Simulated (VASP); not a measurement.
Cu: single point with PBE

Crystal: Cu.

```xyz
2
Lattice="1.2185 -3.9764 0.0000 1.2185 3.9764 0.0000 0.0000 0.0000 2.4755" Properties=species:S:1:pos:R:3 pbc="T T T"
Cu    1.2185   -2.9118    1.8566
Cu    1.2185    2.9118    0.6189
```

```
Program             : VASP 6.6.1
Task                : single point
Functional          : PBE
Potentials or basis : VASP PAW PBE potentials, release 64 (Cu)
Cutoff              : 520 eV
k mesh              : 18 × 18 × 17
Occupations         : methfessel-paxton, width 0.1 eV
Spin                : no spin polarisation
```

```
Pressure               : 7.8 GPa
Largest force          : 0.045 eV/Å
Band gap on the k mesh : zero (bands 11 and 12 overlap by 5.53 eV)
```

Forces on the atoms (eV/Å):
```
Cu   0.000 -0.045  0.000
Cu   0.000  0.045  0.000
```

Stress tensor (GPa, compression positive):
```
7.69 0.00 0.00
0.00 7.54 0.00
0.00 0.00 8.17
```

Levels at points of the mesh, in eV from the Fermi level:
```csv
k point,band 7,band 8,band 9,band 10,band 11,band 12,band 13,band 14,band 15,band 16
"(0.00, 0.00, 0.00)",-2.29,-1.99,-1.79,-1.66,-1.40,-0.01,4.85,14.81,18.45,19.32
"(0.50, 0.00, 0.00)",-2.66,-2.45,-2.08,-1.62,-0.43,1.33,2.58,6.92,12.95,15.73
"(0.50, 0.50, 0.00)",-2.53,-2.27,-2.24,-1.89,-1.56,-1.49,13.67,15.33,15.62,17.68
```

Wall time 8.4 min on 1 thread of Intel Xeon 8259CL, with other jobs on the host, peak memory 0.39 GiB.

Caveat: the cell stands under pressure.
